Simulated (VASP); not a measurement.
# ScTa3F (P4/mmm) in VASP: notebook, part 2 of 2

VASP 6.6.1.

**4. Single point, PBE**

Contents of INCAR:

```
SYSTEM = ScTa3F
PREC = Accurate
ENCUT = 520
EDIFF = 1E-6
ISMEAR = 0
SIGMA = 0.1
LREAL = .False.
LASPH = .True.
NELM = 60
ALGO = Fast
ISIF = 2
LWAVE = .False.
LCHARG = .False.
GGA = PE
NBANDS = 34
```

Contents of KPOINTS:

```
regular mesh
0
Gamma
  12 12 6
  0 0 0
```

Contents of POSCAR:

```
ScTa3F
1.0
    3.3457099265      0.0000000000      0.0000000000
    0.0000000000      3.3457099265      0.0000000000
    0.0000000000      0.0000000000      7.5637695488
Sc Ta F
1 3 1
Direct
    0.0000000000      0.0000000000      0.5000000000
    0.5000000000      0.5000000000      0.1958113846
    0.5000000000      0.5000000000      0.8041886154
    0.0000000000      0.0000000000      0.0000000000
    0.5000000000      0.5000000000      0.5000000000
```

Potentials or basis: VASP PAW PBE potentials, release 64 (Sc_sv, Ta_pv, F).

Command:

```bash
cat potpaw_PBE.64/Sc_sv/POTCAR potpaw_PBE.64/Ta_pv/POTCAR potpaw_PBE.64/F/POTCAR > POTCAR
mpirun -np 1 vasp_std > vasp.out
```

OUTCAR:

```text
SYSTEM = ScTa3F
   PREC = Accurate
   ENCUT = 520
   EDIFF = 1E-6
   ISMEAR = 0
   LREAL = .False.
   LASPH = .True.
   NELM = 60
   ISIF = 2
   GGA = PE

 ion  position               nearest neighbor table
   1  0.000  0.000  0.500-   5 2.37   5 2.37   5 2.37   5 2.37   3 3.30   3 3.30   2 3.30   3 3.30
                             2 3.30   2 3.30   3 3.30   2 3.30
   2  0.500  0.500  0.196-   5 2.30   4 2.79   4 2.79   4 2.79   4 2.79   3 2.96   1 3.30   1 3.30
                             1 3.30   1 3.30
   3  0.500  0.500  0.804-   5 2.30   4 2.79   4 2.79   4 2.79   4 2.79   2 2.96   1 3.30   1 3.30
[... 1099 lines left out ...]
  -------------------------------------------------------------------------------------
  Total        0.0759021      0.0759021      0.0556112      0.0000000      0.0000000     -0.0000000
  in kB        1.4363142      1.4363142      1.0523455      0.0000000      0.0000000     -0.0000000
  external PRESSURE =       1.3083246 kB  Pullay stress =       0.0000000 kB

 VOLUME and BASIS-vectors are now :
 -----------------------------------------------------------------------------
  energy-cutoff  :      520.00
  volume of cell :       84.67
      direct lattice vectors                 reciprocal lattice vectors
     3.345709927  0.000000000  0.000000000     0.298890227  0.000000000  0.000000000
     0.000000000  3.345709927  0.000000000     0.000000000  0.298890227  0.000000000
     0.000000000  0.000000000  7.563769549     0.000000000  0.000000000  0.132209210

 POSITION                                       TOTAL-FORCE (eV/Angst)
 -----------------------------------------------------------------------------------
      0.00000      0.00000      3.78188         0.000000      0.000000      0.000000
      1.67285      1.67285      1.48107         0.000000      0.000000     -0.020292
      1.67285      1.67285      6.08270         0.000000     -0.000000      0.020292
      0.00000      0.00000      0.00000         0.000000      0.000000      0.000000
      1.67285      1.67285      3.78188         0.000000      0.000000      0.000000
 -----------------------------------------------------------------------------------
    total drift:                                0.000000      0.000000      0.000000

  FREE ENERGIE OF THE ION-ELECTRON SYSTEM (eV)
  ---------------------------------------------------
  free  energy   TOTEN  =       -46.5206222310 eV

  energy  without entropy=      -46.5023607179  energy(sigma->0) =      -46.51149147
```

OSZICAR:

```text
N       E                     dE             d eps       ncg     rms          rms(c)
DAV:   1     0.627748284851E+03    0.62775E+03   -0.26489E+04  7624   0.157E+03
DAV:   2     0.404936600661E+01   -0.62370E+03   -0.61081E+03  7648   0.519E+02
DAV:   3    -0.481836653959E+02   -0.52233E+02   -0.50149E+02 10840   0.135E+02
[... 17 lines left out ...]
RMM:  21    -0.465206151657E+02   -0.37868E-05   -0.39209E-05  7426   0.105E-02    0.245E-04
RMM:  22    -0.465206186968E+02   -0.35311E-05   -0.35375E-05  7239   0.763E-03    0.573E-04
RMM:  23    -0.465206202023E+02   -0.15055E-05   -0.15211E-05  6966   0.604E-03    0.781E-04
RMM:  24    -0.465206216683E+02   -0.14660E-05   -0.13792E-05  6407   0.479E-03    0.174E-03
RMM:  25    -0.465206222310E+02   -0.56267E-06   -0.61242E-06  5903   0.369E-03
   1 F= -.46520622E+02 E0= -.46511491E+02  d E =-.182615E-01
```

Run time: 13 min. Hardware: 1 thread of Oxide Virtual Turin-like, shared host; peak memory 0.38 GiB.

What came out:

```yaml
Free_energy: -46.5206 eV
Pressure: 0.1 GPa
Largest_force: 0.020 eV/Å
Band_gap_on_the_k_mesh: zero (an odd number of electrons rules out a gap without spin polarisation)
```

Forces in eV/Å, atoms in the order of the input:
```
Sc   0.000  0.000  0.000
Ta   0.000  0.000 -0.020
Ta   0.000  0.000  0.020
Ta   0.000  0.000  0.000
F    0.000  0.000  0.000
```

Levels at points of the mesh, in eV from the Fermi level:
```tsv
k point	band 23	band 24	band 25	band 26	band 27	band 28
(0.00, 0.00, 0.00)	-0.86	-0.63	0.29	0.49	0.49	0.96
(0.50, 0.00, 0.00)	-1.30	-0.92	-0.80	0.81	0.93	1.06
(0.50, 0.50, 0.00)	-1.19	-1.19	-1.00	-1.00	1.48	2.00
(0.00, 0.00, 0.50)	0.03	0.13	0.24	0.24	0.33	0.75
(0.50, 0.00, 0.50)	-1.48	-1.19	-0.54	0.45	1.23	1.26
(0.50, 0.50, 0.50)	-1.29	-1.29	0.12	0.12	0.99	0.99
```

Caveat: spin-orbit coupling is left out, which moves the levels of the heavy elements.

**5. Single point, PBE, collinear spin**

This run uses another cell than the first one, of 16.84 Å³/atom.

Contents of INCAR:

```
SYSTEM = ScTa3F
PREC = Accurate ; ENCUT = 520
EDIFF = 1E-7 ; ISMEAR = 0
SIGMA = 0.1 ; LREAL = .False.
LASPH = .True. ; NELM = 150
ALGO = Normal ; ISIF = 2
LWAVE = .False. ; LCHARG = .False.
ISPIN = 2 ; MAGMOM = 0 1 1 1 0
LORBIT = 11 ; LMAXMIX = 4
GGA = PE ; NBANDS = 38
```

Contents of KPOINTS:

```
Automatic mesh
0
Gamma
  6 6 2
  0 0 0
```

Contents of POSCAR:

```
ScTa3F
1.0
    3.3285884065      0.0000000000      0.0000000000
    0.0000000000      3.3285884065      0.0000000000
    0.0000000000      0.0000000000      7.5999154802
Sc Ta F
1 3 1
Direct
    0.0000000000      0.0000000000      0.5000000000
    0.5000000000      0.5000000000      0.1979820917
    0.5000000000      0.5000000000      0.8020179083
    0.0000000000      0.0000000000      0.0000000000
    0.5000000000      0.5000000000      0.5000000000
```

Command:

```bash
cat potpaw_PBE.64/Sc_sv/POTCAR potpaw_PBE.64/Ta_pv/POTCAR potpaw_PBE.64/F/POTCAR > POTCAR
mpirun -np 1 vasp_std > vasp.out
```

Run time: 3.7 min. Hardware: 1 thread of Oxide Virtual Turin-like, shared host; peak memory 0.27 GiB.

It converged, with:

| Quantity | Value |
| --- | --- |
| Free energy | -46.5123 eV |
| Pressure | 0.1 GPa |
| Largest force | 0.020 eV/Å |
| Net moment | 0.00 μB per cell |
| Valence electrons inside the program's atomic spheres | Sc 9.44; Ta 8.85, 9.03 (each value once); F 6.10 |

Forces on the atoms (eV/Å):
```
Sc   0.000  0.000  0.000
Ta   0.000  0.000 -0.020
Ta   0.000  0.000  0.020
Ta   0.000  0.000  0.000
F    0.000  0.000  0.000
```

Levels at points of the mesh, in eV from the Fermi level:
Spin up:
| k point | band 23 | band 24 | band 25 | band 26 | band 27 | band 28 |
| --- | --- | --- | --- | --- | --- | --- |
| (0.00, 0.00, 0.00) | -0.80 | -0.52 | 0.50 | 0.50 | 0.50 | 1.12 |
| (0.50, 0.00, 0.00) | -1.19 | -0.87 | -0.71 | 0.89 | 1.02 | 1.15 |
| (0.50, 0.50, 0.00) | -1.08 | -1.08 | -0.93 | -0.93 | 1.62 | 2.13 |
| (0.00, 0.00, 0.50) | 0.08 | 0.22 | 0.37 | 0.37 | 0.54 | 0.77 |
| (0.50, 0.00, 0.50) | -1.42 | -1.09 | -0.46 | 0.54 | 1.35 | 1.36 |
| (0.50, 0.50, 0.50) | -1.34 | -1.34 | 0.25 | 0.25 | 1.10 | 1.10 |
Spin down:
| k point | band 23 | band 24 | band 25 | band 26 | band 27 | band 28 |
| --- | --- | --- | --- | --- | --- | --- |
| (0.00, 0.00, 0.00) | -0.80 | -0.52 | 0.50 | 0.50 | 0.50 | 1.12 |
| (0.50, 0.00, 0.00) | -1.19 | -0.87 | -0.71 | 0.89 | 1.02 | 1.15 |
| (0.50, 0.50, 0.00) | -1.08 | -1.08 | -0.93 | -0.93 | 1.62 | 2.13 |
| (0.00, 0.00, 0.50) | 0.08 | 0.22 | 0.37 | 0.37 | 0.54 | 0.77 |
| (0.50, 0.00, 0.50) | -1.42 | -1.09 | -0.46 | 0.54 | 1.35 | 1.36 |
| (0.50, 0.50, 0.50) | -1.34 | -1.34 | 0.25 | 0.25 | 1.10 | 1.10 |

Caveat: the k points lie up to 0.41 Å⁻¹ apart; spin-orbit coupling is left out, which moves the levels of the heavy elements.

**6. The runs side by side**

```tsv
task	spin	cell	k mesh	cutoff (eV)	gap on the mesh (eV)	pressure (GPa)	relaxed volume (Å³/atom)	largest force (eV/Å)
relaxation of cell and atoms	off	relaxed from a = 3.358, b = 3.358, c = 7.494 Å, 5 atoms, atomic positions A	6 × 6 × 2	600	none	0.0	16.85	0.01
relaxation of cell and atoms	off	relaxed from a = 4.027, b = 4.027, c = 6.012 Å, 5 atoms, atomic positions B	4 × 4 × 4	600	none	0.0	16.90	0.02
single point	off	a = 3.346, b = 3.346, c = 7.564 Å, 5 atoms, atomic positions C	12 × 12 × 6	520	none	0.1	-	0.02
single point	collinear	a = 3.329, b = 3.329, c = 7.600 Å, 5 atoms, atomic positions D	6 × 6 × 2	520	none	0.1	-	0.02
```

Alike in all rows: level PBE; potentials or basis VASP PAW PBE potentials, release 64 (Sc_sv, Ta_pv, F); smearing gaussian 0.1 eV.

Caveats: some runs use coarse meshes; spin-orbit coupling is left out, which moves the levels of the heavy elements; a cell axis changed by over 15 % at a fixed basis, so the end point is rough (at least some runs).

Absolute energies hang on the potentials; compare differences alone.
